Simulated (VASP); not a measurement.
Set up this calculation in VASP 6.6.1, as the native input.

| Quantity | Value |
| --- | --- |
| Task | single point |
| Functional | PBEsol |
| Dispersion | D3(BJ) |
| Potentials or basis | VASP PAW PBE potentials, release 64 (Al) |
| Cutoff | 400 eV |
| k mesh | 9 × 9 × 1 |
| Occupations | methfessel-paxton, width 0.1 eV |
| Spin | no spin polarisation |
| Dipole correction | yes |
| Further INCAR settings | ALGO = Normal; EDIFF = 1e-06; NBANDS = 42; NELMDL = -8 |

The structure of Al lies in POSCAR:

```
Al
1.0
    4.9167405043      0.0000000000      0.0000000000
   -2.4583702521      4.2580221805      0.0000000000
    0.0000000000      0.0000000000     28.3367820834
Al
18
Direct
   -0.0000003333     -0.0000003333      0.2470287550
    0.3333333333      0.6666670000      0.2470287550
    0.6666670000      0.3333333333      0.2470287550
    0.3333333333      0.9999146808      0.3284363798
    0.6667519859      0.6667519859      0.3284363798
   -0.0000853192      0.3333333333      0.3284363798
    0.6666666667      1.0000000000      0.4087756310
    0.0000000000      0.6666666667      0.4087756310
    0.3333333333      0.3333333333      0.4087837204
    0.0000163281      0.0000163281      0.4895345955
    0.3333333333      0.6666503386      0.4895345955
    0.6666503386      0.3333333333      0.4895345955
    0.3333333333      0.9995723727      0.5697684914
    0.6670942940      0.6670942940      0.5697684914
   -0.0004276273      0.3333333333      0.5697684914
    0.6666666667      1.0000000000      0.6510188656
    0.0000000000      0.6666666667      0.6510188656
    0.3333333333      0.3333333333      0.6504863979
```

These files were run (other wordings do the same):

INCAR

```
PREC     = Accurate       # precision mode
ENCUT    = 400            # plane-wave cutoff, eV
EDIFF    = 1E-6           # SCF threshold, eV
ISMEAR   = 1              # smearing method
SIGMA    = 0.1            # smearing width, eV
LREAL    = F              # projectors in reciprocal space
LASPH    = T              # aspherical terms in the spheres
NELM     = 120            # most SCF steps
ALGO     = Normal         # electronic algorithm
ISIF     = 2              # what is computed and relaxed
LWAVE    = F              # write WAVECAR
LCHARG   = F              # write CHGCAR
LDIPOL   = T            
IDIPOL   = 3            
DIPOL    = 0.5 0.5 0.449
GGA      = PS             # functional
IVDW     = 12             # dispersion correction
NBANDS   = 42             # bands
GGA_COMPAT= F            
NELMDL   = -8
```

KPOINTS

```
Automatic mesh
0
Gamma
  9 9 1
```

Potentials or basis: VASP PAW PBE potentials, release 64 (Al).

Launch:

```console
$ cat potpaw_PBE.64/Al/POTCAR > POTCAR
$ mpirun -np 1 vasp_std > vasp.out
```

It gave:

The largest force is 0.048 eV/Å and the band gap on the k mesh is zero (band 27 reaches 2.47 eV, above the bottom of band 28 at 0.51 eV). The dispersion energy per atom is -0.264 eV.

Caveat: the PAW data sets were made with another functional, which shifts forces and pressure a little.

Wall time 15 min on 1 thread of Intel Xeon 8259CL, with other jobs on the host, peak memory 0.52 GiB.
